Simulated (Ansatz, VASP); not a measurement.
Two plane-wave programs on TlCl

Contents of INCAR:

```
SYSTEM = TlCl
PREC = Accurate
ENCUT = 500
EDIFF = 1E-6
ISMEAR = 0
SIGMA = 0.01
LREAL = .FALSE.
LASPH = .TRUE.
NELM = 120
ALGO = Normal
ISIF = 2
LWAVE = .FALSE.
LCHARG = .FALSE.
GGA = RP
NBANDS = 17
GGA_COMPAT = .FALSE.
```

KPOINTS

```
regular mesh
0
G
  5 5 5
  0 0 0
```

Contents of POSCAR:

```
TlCl
1.0
    3.8340000000      0.0000000000      0.0000000000
    0.0000000000      3.8340000000      0.0000000000
    0.0000000000      0.0000000000      3.8340000000
Tl Cl
1 1
Direct
    0.0000000000      0.0000000000      0.0000000000
    0.5000000000      0.5000000000      0.5000000000
```

Input for Ansatz:

```yaml
crystal:
  lattice:
    - [3.834, 0.0, 0.0]
    - [0.0, 3.834, 0.0]
    - [0.0, 0.0, 3.834]
  atoms:
    - { symbol: Tl, position: [0.0, 0.0, 0.0] }
    - { symbol: Cl, position: [0.5, 0.5, 0.5] }
kpoints:
  mp_grid:
    grid: [5, 5, 5]
hamiltonian:
  xc: rpbe
scf:
  occupations:
    method: fixed
output:
  stress: true
```

Alike in both runs: task single point; functional RPBE; k mesh 5 × 5 × 5; no spin polarisation.

```csv
,VASP,Ansatz
version,VASP 6.6.1,Ansatz 0.2.0
potentials or method,"VASP PAW PBE potentials, release 64 (Tl_d, Cl)","plane waves, PAW"
plane-wave cutoff (eV),500,420
occupations,"gaussian, width 0.01 eV",fixed
valence electrons in the cell,20,20
```

```tsv
	VASP	Ansatz	Ansatz less VASP
pressure (GPa)	3.4	3.5	+0.09
```

VASP's potentials were made for PBE, not for RPBE.

Neither program's run includes spin-orbit coupling.
